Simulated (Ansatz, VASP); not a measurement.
One calculation of Mg3Al3Pd2, two programs

The input INCAR:

```
  PREC = Accurate
  ENCUT = 600
  EDIFF = 1E-7
  ISMEAR = 0
  SIGMA = 0.1
  LREAL = False
  LASPH = True
  NELM = 60
  ALGO = Fast
  ISIF = 3
  LWAVE = False
  LCHARG = False
  GGA = PE
  IBRION = 2
  NSW = 90
  EDIFFG = -0.04
```

File KPOINTS:

```
regular mesh
0
Gamma
  4 4 4
```

File POSCAR:

```
Mg3Al3Pd2
1.0
    5.1886543900      0.0000000000      0.0000000000
    0.0000000000      5.1886543900      0.0000000000
    0.0000000000      0.0000000000      5.1886543900
Mg Al Pd
3 3 2
Direct
    0.5000000000      0.0000000000      0.0000000000
    0.0000000000      0.5000000000      0.0000000000
    0.0000000000      0.0000000000      0.5000000000
    0.0000000000      0.5000000000      0.5000000000
    0.5000000000      0.0000000000      0.5000000000
    0.5000000000      0.5000000000      0.0000000000
    0.0000000000      0.0000000000      0.0000000000
    0.5000000000      0.5000000000      0.5000000000
```

Input for Ansatz:

```yaml
crystal:
  lattice:
    - [5.18865439, 0.0, 0.0]
    - [0.0, 5.18865439, 0.0]
    - [0.0, 0.0, 5.18865439]
  atoms:
    - { symbol: Mg, position: [0.5, 0.0, 0.0] }
    - { symbol: Mg, position: [0.0, 0.5, 0.0] }
    - { symbol: Mg, position: [0.0, 0.0, 0.5] }
    - { symbol: Al, position: [0.0, 0.5, 0.5] }
    - { symbol: Al, position: [0.5, 0.0, 0.5] }
    - { symbol: Al, position: [0.5, 0.5, 0.0] }
    - { symbol: Pd, position: [0.0, 0.0, 0.0] }
    - { symbol: Pd, position: [0.5, 0.5, 0.5] }
basis:
  ecutwfc: 420
kpoints:
  mp_grid: { grid: [4, 4, 4] }
hamiltonian:
  xc: pbe
scf:
  occupations: { method: gaussian, width: 0.1 }
  lower_state_search: "off"
output:
  forces: true
  stress: true
  eigenvalues: true
relax:
  adjacent_minimum: "off"
  f_tol: 0.04
  max_steps: 70
  cell: { stress_tol: 0.4 }
```

Alike in both runs: task relaxation of cell and atoms; functional PBE; k mesh 4 × 4 × 4; occupations gaussian, width 0.1 eV; no spin polarisation.

|  | VASP | Ansatz |
| --- | --- | --- |
| version | VASP 6.6.1 | Ansatz 0.2.0 |
| potentials or method | VASP PAW PBE potentials, release 64 (Mg, Al, Pd), cutoff 600 eV | scalar-relativistic, plane waves, PAW |
| valence electrons in the cell | 35 | 75 |

```csv
,VASP,Ansatz,Ansatz less VASP
"gap on the k mesh at the Fermi level, each at its own relaxed structure (eV)",none,none,-
relaxed volume (Å³/atom),20.31,20.24,-0.070
relaxed length of the cell vector where the two differ most in proportion (Å),5.457,5.451,-0.0062
```

A gap of «none» marks a metal or a gap that the smearing closes. VASP's potentials hold 35 valence electrons a cell and Ansatz's 75, so a difference there can come from the potentials and not from the codes.

Noted on VASP's run: the volume moved by over 15 % at a fixed basis, so the end points are rough.
